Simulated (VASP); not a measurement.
Here is a VASP 6.6.1 calculation.

INCAR

```
SYSTEM = CdSb2C
ALGO = Normal ; EDIFF = 1E-7
ENCUT = 520 ; GGA = PE
ISIF = 2 ; ISMEAR = -1
LASPH = .True. ; LCHARG = .False.
LREAL = .False. ; LWAVE = .False.
NBANDS = 36 ; NELM = 80
PREC = Accurate ; SIGMA = 0.02
```

KPOINTS

```
k-points
0
Gamma
  6 6 6
  0 0 0
```

Contents of POSCAR:

```
CdSb2C
1.0
   -3.0722058033      3.0722058033      5.1483790609
    3.0722058033     -3.0722058033      5.1483790609
    3.0722058033      3.0722058033     -5.1483790609
Cd Sb C
2 4 2
Direct
    0.0000000000      0.0000000000      0.0000000000
    0.7500000000      0.2500000000      0.5000000000
    0.3750000000      0.4524834671      0.5774834671
    0.2024834671      0.6250000000      0.0774834671
    0.8750000000      0.7975165329      0.4225165329
    0.5475165329      0.1250000000     -0.0774834671
    0.5000000000      0.5000000000      0.0000000000
    0.2500000000      0.7500000000      0.5000000000
```

Potentials or basis: VASP PAW PBE potentials, release 64 (Cd, Sb, C).

The run is started by

```sh
$ cat potpaw_PBE.64/Cd/POTCAR potpaw_PBE.64/Sb/POTCAR potpaw_PBE.64/C/POTCAR > POTCAR
$ mpirun -np 1 vasp_std > vasp.out
```

Question: Predict the pressure.

Answer: 0.1 GPa.

Question: Estimate the largest force.

Answer: 0.020 eV/Å.

Question: Estimate the band gap on the k mesh.

Answer: 0.18 eV (least direct gap 0.46 eV).

Forces in eV/Å, atoms in the order of the input:
```
Cd   0.000  0.000  0.000
Cd   0.000  0.000  0.000
Sb  -0.020  0.000  0.000
Sb   0.000 -0.020  0.000
Sb   0.020  0.000  0.000
Sb   0.000  0.020  0.000
C    0.000  0.000  0.000
C    0.000  0.000  0.000
```

Caveat: spin-orbit coupling is left out, which moves the levels of the heavy elements. A k mesh can miss the band edges.
